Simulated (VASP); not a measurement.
# TiCo (Pm-3m) in VASP: a series of runs

Aim: see how the results for TiCo move with the level of theory and the settings. Levels: PBE, LDA, RPBE, revPBE, BLYP, PBE+D3(BJ)+U. Tasks: elastic constants, density of states, single point.

Program: VASP 6.6.1. These are calculated values, not measurements. Logs are shortened: lines on timing, memory, paths and dates and some standing lists are left out, and cuts for length are marked.

### Step 1. The cell of the first run

It takes space group Pm-3m (No. 221, cubic). Conventional cell: a = 2.986 Å, b = 2.986 Å, c = 2.986 Å, α = 90.00°, β = 90.00°, γ = 90.00°. Co (site symmetry m-3m) has 8 Ti at 2.59 Å and 6 Co at 2.99 Å within 3.4 Å. Within 3.4 Å of Ti (site symmetry m-3m) lie 8 Co at 2.59 Å and 6 Ti at 2.99 Å.

### Step 2. Elastic constants, PBE, collinear spin, ferromagnetic start

The input, INCAR:

```
SYSTEM = TiCo
  PREC = Accurate
  ENCUT = 600
  EDIFF = 1E-8
  ISMEAR = -1
  SIGMA = 0.05
  LREAL = .False.
  LASPH = .True.
  NELM = 150
  ALGO = Normal
  ISIF = 3
  LWAVE = .False.
  LCHARG = .False.
  ISPIN = 2
  MAGMOM = 2 1
  LORBIT = 11
  LMAXMIX = 4
  GGA = PE
  NBANDS = 22
  IBRION = 6
  NFREE = 2
  POTIM = 0.015
  NSW = 1
```

The input, KPOINTS:

```
regular mesh
0
Gamma
  7 7 7
  0 0 0
```

The input, POSCAR:

```
TiCo
1.0
    2.9861109900      0.0000000000      0.0000000000
    0.0000000000      2.9861109900      0.0000000000
    0.0000000000      0.0000000000      2.9861109900
Co Ti
1 1
Direct
    0.5000000000      0.5000000000      0.5000000000
    0.0000000000      0.0000000000      0.0000000000
```

Potentials or basis: VASP PAW PBE potentials, release 64 (Co, Ti_sv).

Run with:

```bash
> cat potpaw_PBE.64/Co/POTCAR potpaw_PBE.64/Ti_sv/POTCAR > POTCAR
> mpirun -np 1 vasp_std > vasp.out
```

OUTCAR:

```text
SYSTEM = TiCo
   PREC = Accurate
   ENCUT = 600
   EDIFF = 1E-8
   ISMEAR = -1
   LREAL = .False.
   LASPH = .True.
   NELM = 150
   ISIF = 3
   ISPIN = 2
   LORBIT = 11
   GGA = PE
   IBRION = 6
   NFREE = 2
   POTIM = 0.015
   NSW = 1

 ion  position               nearest neighbor table
   1  0.500  0.500  0.500-   2 2.59   2 2.59   2 2.59   2 2.59   2 2.59   2 2.59   2 2.59   2 2.59

   2  0.000  0.000  0.000-   1 2.59   1 2.59   1 2.59   1 2.59   1 2.59   1 2.59   1 2.59   1 2.59

  LATTYP: Found a simple cubic cell.
 ALAT       =     2.9861109900

  Lattice vectors:

 A1 = (   2.9861109900,   0.0000000000,   0.0000000000)
 A2 = (   0.0000000000,   2.9861109900,   0.0000000000)
 A3 = (   0.0000000000,   0.0000000000,   2.9861109900)

Analysis of symmetry for initial positions (statically):
=====================================================================
 Subroutine PRICEL returns:
 Original cell was already a primitive cell.

 Routine SETGRP: Setting up the symmetry group for a
 simple cubic supercell.

 Subroutine GETGRP returns: Found 48 space group operations
 (whereof 48 operations were pure point group operations)
 out of a pool of 48 trial point group operations.

The static configuration has the point symmetry O_h .

Analysis of symmetry for dynamics (positions and initial velocities):
=====================================================================
 Subroutine PRICEL returns:
 Original cell was already a primitive cell.

 Routine SETGRP: Setting up the symmetry group for a
 simple cubic supercell.

 Subroutine GETGRP returns: Found 48 space group operations
 (whereof 48 operations were pure point group operations)
 out of a pool of 48 trial point group operations.

The dynamic configuration has the point symmetry O_h .

Analysis of structural, dynamic, and magnetic symmetry:
[... 1564 lines left out ...]
 val. band max:        9.9036885026   @ k =   0.4286   0.4286   0.1429
 cond. band min:      10.0257819335   @ k =   0.1429   0.0000   0.2857
 fundamental gap:      0.1220934309
 Fermi energy:         9.9199677728

 spin component 1

 k-point     1 :       0.0000    0.0000    0.0000
  band No.  band energies     occupation
      1     -47.2247      1.00000
      2     -23.3172      1.00000
      3     -23.3171      1.00000
      4     -23.3171      1.00000
      5       2.2491      1.00000
      6       5.7608      1.00000
[... 1224 lines left out ...]
  FREE ENERGIE OF THE ION-ELECTRON SYSTEM (eV)
  ---------------------------------------------------
  free  energy   TOTEN  =       -15.6945361143 eV

  energy  without entropy=      -15.6847587061  energy(sigma->0) =      -15.68964741

 INTERNAL STRAIN TENSORS FROM STRAINED CELLS
 ============================================

 INTERNAL STRAIN TENSOR FOR ION    1 for displacements in x,y,z  (eV/Angst):
          X           Y           Z          XY          YZ          ZX
  --------------------------------------------------------------------------------
  x     0.00000     0.00000     0.00000     0.00000     0.00000    -0.00000
  y     0.00000     0.00000     0.00000     0.00000     0.00000     0.00000
  z     0.00000     0.00000     0.00000     0.00000     0.00000     0.00000

 INTERNAL STRAIN TENSORS FROM DISPLACED ATOMS
 ============================================

 INTERNAL STRAIN TENSOR FOR ION    1 for displacements in x,y,z  (eV/Angst):
          X           Y           Z          XY          YZ          ZX
  --------------------------------------------------------------------------------
  x     0.00000     0.00000     0.00000     0.00000     0.00000     0.00000
  y     0.00000     0.00000     0.00000     0.00000     0.00000     0.00000
  z     0.00000     0.00000     0.00000     0.00000     0.00000     0.00000

 INTERNAL STRAIN TENSOR FOR ION    2 for displacements in x,y,z  (eV/Angst):
          X           Y           Z          XY          YZ          ZX
  --------------------------------------------------------------------------------
  x     0.00000     0.00000     0.00000     0.00000     0.00000     0.00000
  y     0.00000     0.00000     0.00000     0.00000     0.00000     0.00000
  z     0.00000     0.00000     0.00000     0.00000     0.00000     0.00000

 Eigenvectors and eigenvalues of the dynamical matrix
 ----------------------------------------------------

   1 f  =    6.861884 THz    43.114486 2PiTHz  228.887798 cm-1    28.378457 meV
             X         Y         Z           dx          dy          dz
      1.493055  1.493055  1.493055     0.270990   -0.612221   -0.000000
      0.000000  0.000000  0.000000    -0.300652    0.679234   -0.000000
[... 21 lines left out ...]
   6 f/i=    0.000069 THz     0.000433 2PiTHz    0.002298 cm-1     0.000285 meV
             X         Y         Z           dx          dy          dz
      1.493055  1.493055  1.493055    -0.016751   -0.096868   -0.736265
      0.000000  0.000000  0.000000    -0.015098   -0.087311   -0.663626

--------------------------------------------------------------------------------------------------------

 ELASTIC MODULI CONTR FROM IONIC RELAXATION (kBar)
 Direction    XX          YY          ZZ          XY          YZ          ZX
 --------------------------------------------------------------------------------
 XX           0.0000      0.0000      0.0000      0.0000      0.0000      0.0000
 YY           0.0000      0.0000      0.0000      0.0000      0.0000      0.0000
 ZZ           0.0000      0.0000      0.0000      0.0000      0.0000      0.0000
 XY           0.0000      0.0000      0.0000      0.0000      0.0000      0.0000
 YZ           0.0000      0.0000      0.0000      0.0000      0.0000      0.0000
 ZX           0.0000      0.0000      0.0000      0.0000      0.0000      0.0000
 --------------------------------------------------------------------------------

 TOTAL ELASTIC MODULI (kBar)
 Direction    XX          YY          ZZ          XY          YZ          ZX
 --------------------------------------------------------------------------------
 XX        2866.4048   1045.7237   1045.7237     -0.0000      0.0000     -0.0000
 YY        1045.7237   2866.4048   1045.7237     -0.0000     -0.0000     -0.0000
 ZZ        1045.7237   1045.7237   2866.4048     -0.0000      0.0000      0.0000
 XY          -0.0000     -0.0000     -0.0000    620.2703      0.0000      0.0000
 YZ           0.0000     -0.0000      0.0000      0.0000    620.2703      0.0000
 ZX          -0.0000     -0.0000      0.0000      0.0000      0.0000    620.2703
 --------------------------------------------------------------------------------

 total charge

# of ion       s       p       d       tot
------------------------------------------
    1        0.527   0.459   7.302   8.288
    2        2.247   6.181   1.856  10.284
--------------------------------------------------
tot          2.773   6.640   9.159  18.572

 magnetization (x)

# of ion       s       p       d       tot
------------------------------------------
    1        0.028  -0.005   0.910   0.932
    2       -0.003  -0.013  -0.035  -0.051
--------------------------------------------------
tot          0.025  -0.019   0.875   0.881
```

OSZICAR:

```text
N       E                     dE             d eps       ncg     rms          rms(c)
DAV:   1     0.178580932179E+03    0.17858E+03   -0.10886E+04  1792   0.138E+03
DAV:   2    -0.573537169947E+01   -0.18432E+03   -0.17486E+03  1796   0.321E+02
DAV:   3    -0.172998981349E+02   -0.11565E+02   -0.11345E+02  2242   0.835E+01
DAV:   4    -0.175704576880E+02   -0.27056E+00   -0.27015E+00  2114   0.120E+01
[... 252 lines left out ...]
DAV:   5    -0.156945345849E+02    0.49847E-05   -0.88821E-05  4288   0.809E-02    0.142E-02
DAV:   6    -0.156945360318E+02   -0.14470E-05   -0.38336E-06  3974   0.181E-02    0.588E-03
DAV:   7    -0.156945361443E+02   -0.11245E-06   -0.34374E-07  4768   0.502E-03    0.263E-03
DAV:   8    -0.156945361080E+02    0.36274E-07   -0.94316E-08  3994   0.231E-03    0.936E-04
DAV:   9    -0.156945361143E+02   -0.62942E-08   -0.16240E-08  3234   0.131E-03
  17 F= -.15694536E+02 E0= -.15689647E+02  d E =-.977741E-02  mag=     0.8264
```

Run time: 10 min. Hardware: 1 thread of Intel Xeon 6975P-C, shared host; peak memory 0.32 GiB.

Results:

```
Net moment                                              : 0.83 μB per cell
Site moments                                            : Co +0.93; Ti -0.05 μB
Valence electrons inside the program's atomic spheres   : Co 8.29; Ti 10.28
Elastic constants C11, C12, C44                         : 287, 105, 62 GPa
Voigt bulk modulus                                      : 165 GPa
Highest phonon frequency at Γ, LO-TO splitting left out : 229 cm⁻¹
```

Phonon frequencies in cm⁻¹ (negative: imaginary):
| q point | frequencies |
| --- | --- |
| (0.000, 0.000, 0.000) | 0 0 0 229 229 229 |

Elastic tensor in Voigt notation (GPa, in the Cartesian axes of the cell as first typed):
```
287 105 105   0   0   0
105 287 105   0   0   0
105 105 287   0   0   0
  0   0   0  62   0   0
  0   0   0   0  62   0
  0   0   0   0   0  62
```

Clamped-ion elastic tensor (GPa):
```
287 105 105   0   0   0
105 287 105   0   0   0
105 105 287   0   0   0
  0   0   0  62   0   0
  0   0   0   0  62   0
  0   0   0   0   0  62
```

### Step 3. Density of states, LDA, collinear spin, ferromagnetic start

POSCAR is that of step 2.

The input, INCAR.step1:

```
SYSTEM = TiCo
  PREC = Accurate
  ENCUT = 520
  EDIFF = 1E-6
  ISMEAR = -1
  SIGMA = 0.05
  LREAL = .False.
  LASPH = .True.
  NELM = 150
  ALGO = Normal
  ISIF = 2
  LWAVE = .False.
  LCHARG = .True.
  ISPIN = 2
  MAGMOM = 2 1
  LMAXMIX = 4
  NBANDS = 22
```

The input, KPOINTS.step1:

```
regular mesh
0
Gamma
  5 5 5
  0 0 0
```

The input, INCAR.step2:

```
SYSTEM = TiCo
  PREC = Accurate
  ENCUT = 520
  EDIFF = 1E-6
  ISMEAR = -5
  SIGMA = 0.05
  LREAL = .False.
  LASPH = .True.
  NELM = 150
  ALGO = Normal
  ISIF = 2
  LWAVE = .False.
  LCHARG = .False.
  ISPIN = 2
  MAGMOM = 2 1
  LORBIT = 10
  LMAXMIX = 4
  NBANDS = 22
  NEDOS = 1001
  ICHARG = 11
```

The input, KPOINTS.step2:

```
regular mesh
0
Gamma
  8 8 8
  0 0 0
```

Potentials or basis: VASP PAW LDA potentials, release 64 (Co, Ti_sv).

Run with:

```bash
> cat potpaw_LDA.64/Co/POTCAR potpaw_LDA.64/Ti_sv/POTCAR > POTCAR
> cp INCAR.step1 INCAR
> cp KPOINTS.step1 KPOINTS
> mpirun -np 1 vasp_std > vasp.out
> cp INCAR.step2 INCAR
> cp KPOINTS.step2 KPOINTS
> mpirun -np 1 vasp_std > vasp.out
```

Run time: 59 s. Hardware: 1 thread of AMD EPYC 7R43 (Zen 3), shared host; peak memory 0.11 GiB.

The run converged. Its results:

| Property | Result |
| --- | --- |
| Net moment | 0.82 μB per cell |
| Site moments | Co +0.71; Ti +0.03 μB |
| Valence electrons inside the program's atomic spheres | Co 8.29; Ti 10.31 |

Levels at points of the mesh, in eV from the Fermi level:
Spin up:
| k point | band 7 | band 8 | band 9 | band 10 | band 11 | band 12 | band 13 | band 14 | band 15 | band 16 |
| --- | --- | --- | --- | --- | --- | --- | --- | --- | --- | --- |
| (0.00, 0.00, 0.00) | -4.02 | -1.74 | -1.74 | -1.74 | 0.53 | 0.53 | 2.63 | 2.63 | 2.63 | 8.91 |
| (0.50, 0.00, 0.00) | -2.81 | -1.84 | -1.84 | -1.36 | -0.80 | -0.34 | 0.60 | 0.60 | 2.16 | 3.81 |
| (0.50, 0.50, 0.00) | -2.63 | -2.63 | -1.16 | -0.57 | 0.68 | 0.68 | 1.09 | 2.45 | 2.45 | 3.01 |
| (0.50, 0.50, 0.50) | -2.66 | -2.11 | -2.11 | -2.11 | -1.13 | -1.13 | 3.09 | 3.09 | 6.91 | 8.36 |
Spin down:
```tsv
k point	band 8	band 9	band 10	band 11	band 12	band 13
(0.00, 0.00, 0.00)	-1.27	-1.27	-1.27	0.93	0.93	2.78
(0.50, 0.00, 0.00)	-1.33	-1.33	-0.82	-0.78	0.41	0.68
(0.50, 0.50, 0.00)	-2.24	-0.24	0.12	0.76	0.76	1.29
(0.50, 0.50, 0.50)	-2.03	-2.03	-2.03	-0.21	-0.21	3.12
```

Caveat: the k points lie up to 0.42 Å⁻¹ apart; tetrahedron occupations give inexact forces and stress in metals.

### Step 4. Density of states, RPBE, collinear spin, ferromagnetic start

POSCAR is that of step 3.

The input, INCAR.step1:

```
SYSTEM = TiCo
ALGO = Normal
EDIFF = 1E-6
ENCUT = 520
GGA = RP
ISIF = 2
ISMEAR = -1
ISPIN = 2
LASPH = .True.
LCHARG = .True.
LMAXMIX = 4
LREAL = .False.
LWAVE = .False.
MAGMOM = 2 1
NBANDS = 22
NELM = 150
PREC = Accurate
SIGMA = 0.05
```

The input, KPOINTS.step1:

```
k-points
0
Gamma
  5 5 5
  0 0 0
```

The input, INCAR.step2:

```
SYSTEM = TiCo
ALGO = Normal
EDIFF = 1E-6
ENCUT = 520
GGA = RP
ICHARG = 11
ISIF = 2
ISMEAR = -5
ISPIN = 2
LASPH = .True.
LCHARG = .False.
LMAXMIX = 4
LORBIT = 11
LREAL = .False.
LWAVE = .False.
MAGMOM = 2 1
NBANDS = 22
NEDOS = 1001
NELM = 150
PREC = Accurate
SIGMA = 0.05
```

The input, KPOINTS.step2:

```
k-points
0
Gamma
  8 8 8
  0 0 0
```

Potentials or basis: VASP PAW PBE potentials, release 64 (Co, Ti_sv).

Run with:

```bash
> cat potpaw_PBE.64/Co/POTCAR potpaw_PBE.64/Ti_sv/POTCAR > POTCAR
> cp INCAR.step1 INCAR
> cp KPOINTS.step1 KPOINTS
> mpirun -np 1 vasp_std > vasp.out
> cp INCAR.step2 INCAR
> cp KPOINTS.step2 KPOINTS
> mpirun -np 1 vasp_std > vasp.out
```

It took 57 s on 1 thread of AMD EPYC 7R43 (Zen 3), shared host; peak memory 0.13 GiB.

Results (log left out):

* Net moment: 0.90 μB per cell
* Site moments: Co +1.03; Ti -0.06 μB
* Valence electrons inside the program's atomic spheres: Co 8.26; Ti 10.29

Levels at points of the mesh, in eV from the Fermi level:
Spin up:
| k point | band 7 | band 8 | band 9 | band 10 | band 11 | band 12 | band 13 | band 14 | band 15 | band 16 |
| --- | --- | --- | --- | --- | --- | --- | --- | --- | --- | --- |
| (0.00, 0.00, 0.00) | -4.17 | -1.87 | -1.87 | -1.87 | 0.50 | 0.50 | 2.66 | 2.66 | 2.66 | 8.96 |
| (0.50, 0.00, 0.00) | -3.11 | -1.99 | -1.99 | -1.52 | -0.64 | -0.63 | 0.67 | 0.67 | 2.23 | 3.92 |
| (0.50, 0.50, 0.00) | -2.72 | -2.72 | -1.54 | -0.80 | 0.65 | 0.65 | 1.13 | 2.43 | 2.43 | 3.15 |
| (0.50, 0.50, 0.50) | -2.79 | -2.07 | -2.07 | -2.07 | -1.51 | -1.51 | 3.23 | 3.23 | 7.00 | 8.32 |
Spin down:
| k point | band 6 | band 7 | band 8 | band 9 | band 10 | band 11 | band 12 | band 13 | band 14 | band 15 |
| --- | --- | --- | --- | --- | --- | --- | --- | --- | --- | --- |
| (0.00, 0.00, 0.00) | -3.45 | -3.45 | -1.27 | -1.27 | -1.27 | 1.08 | 1.08 | 2.77 | 2.77 | 2.77 |
| (0.50, 0.00, 0.00) | -3.82 | -1.75 | -1.35 | -1.35 | -0.84 | -0.82 | 0.68 | 0.68 | 0.71 | 2.25 |
| (0.50, 0.50, 0.00) | -3.66 | -2.24 | -2.24 | 0.13 | 0.40 | 0.60 | 0.60 | 1.27 | 2.64 | 2.64 |
| (0.50, 0.50, 0.50) | -2.27 | -2.27 | -2.07 | -2.07 | -2.07 | 0.16 | 0.16 | 3.11 | 3.11 | 7.32 |

Caveat: the k points lie up to 0.42 Å⁻¹ apart; the PAW data sets were made with another functional, which shifts forces and pressure a little; tetrahedron occupations give inexact forces and stress in metals.

### Step 5. Density of states, revPBE, collinear spin, ferromagnetic start

POSCAR is that of step 4.

The input, INCAR.step1:

```
  ALGO = Fast
  EDIFF = 1E-6
  ENCUT = 520
  GGA = RE
  ISIF = 2
  ISMEAR = -1
  ISPIN = 2
  LASPH = T
  LCHARG = T
  LMAXMIX = 4
  LREAL = F
  LWAVE = F
  MAGMOM = 2 1
  NBANDS = 22
  NELM = 150
  PREC = Accurate
  SIGMA = 0.05
```

The input, KPOINTS.step1:

```
k-points
0
Gamma
  5 5 5
```

The input, INCAR.step2:

```
  ALGO = Fast
  EDIFF = 1E-6
  ENCUT = 520
  GGA = RE
  ICHARG = 11
  ISIF = 2
  ISMEAR = -5
  ISPIN = 2
  LASPH = T
  LCHARG = F
  LMAXMIX = 4
  LORBIT = 11
  LREAL = F
  LWAVE = F
  MAGMOM = 2 1
  NBANDS = 22
  NEDOS = 1001
  NELM = 150
  PREC = Accurate
  SIGMA = 0.05
```

The input, KPOINTS.step2:

```
k-points
0
Gamma
  8 8 8
```

Run with:

```bash
> cat potpaw_PBE.64/Co/POTCAR potpaw_PBE.64/Ti_sv/POTCAR > POTCAR
> cp INCAR.step1 INCAR
> cp KPOINTS.step1 KPOINTS
> mpirun -np 1 vasp_std > vasp.out
> cp INCAR.step2 INCAR
> cp KPOINTS.step2 KPOINTS
> mpirun -np 1 vasp_std > vasp.out
```

It took 76 s on 1 thread of AMD EPYC 7R43 (Zen 3), shared host; peak memory 0.13 GiB.

Results (log left out):

```yaml
Net_moment: 0.90 μB per cell
Site_moments: Co +1.02; Ti -0.06 μB
Valence_electrons_inside_the_program's_atomic_spheres: Co 8.26; Ti 10.30
```

Levels at points of the mesh, in eV from the Fermi level:
Spin up:
```
           k point  band 8  band 9  band 10  band 11  band 12  band 13  band 14  band 15
(0.00, 0.00, 0.00)   -1.87   -1.87    -1.87     0.50     0.50     2.65     2.65     2.65
(0.50, 0.00, 0.00)   -1.98   -1.98    -1.51    -0.65    -0.62     0.66     0.66     2.22
(0.50, 0.50, 0.00)   -2.71   -1.53    -0.79     0.65     0.65     1.13     2.43     2.43
(0.50, 0.50, 0.50)   -2.07   -2.07    -2.07    -1.50    -1.50     3.22     3.22     6.98
```
Spin down:
| k point | band 6 | band 7 | band 8 | band 9 | band 10 | band 11 | band 12 | band 13 | band 14 | band 15 |
| --- | --- | --- | --- | --- | --- | --- | --- | --- | --- | --- |
| (0.00, 0.00, 0.00) | -3.46 | -3.46 | -1.27 | -1.27 | -1.27 | 1.07 | 1.08 | 2.77 | 2.77 | 2.77 |
| (0.50, 0.00, 0.00) | -3.81 | -1.76 | -1.35 | -1.35 | -0.84 | -0.82 | 0.68 | 0.68 | 0.70 | 2.25 |
| (0.50, 0.50, 0.00) | -3.66 | -2.24 | -2.24 | 0.11 | 0.39 | 0.61 | 0.61 | 1.27 | 2.65 | 2.65 |
| (0.50, 0.50, 0.50) | -2.27 | -2.27 | -2.07 | -2.07 | -2.07 | 0.15 | 0.15 | 3.11 | 3.11 | 7.30 |

Caveat: the k points lie up to 0.42 Å⁻¹ apart; the PAW data sets were made with another functional, which shifts forces and pressure a little; tetrahedron occupations give inexact forces and stress in metals.

(Continued in part 2 of 2.)
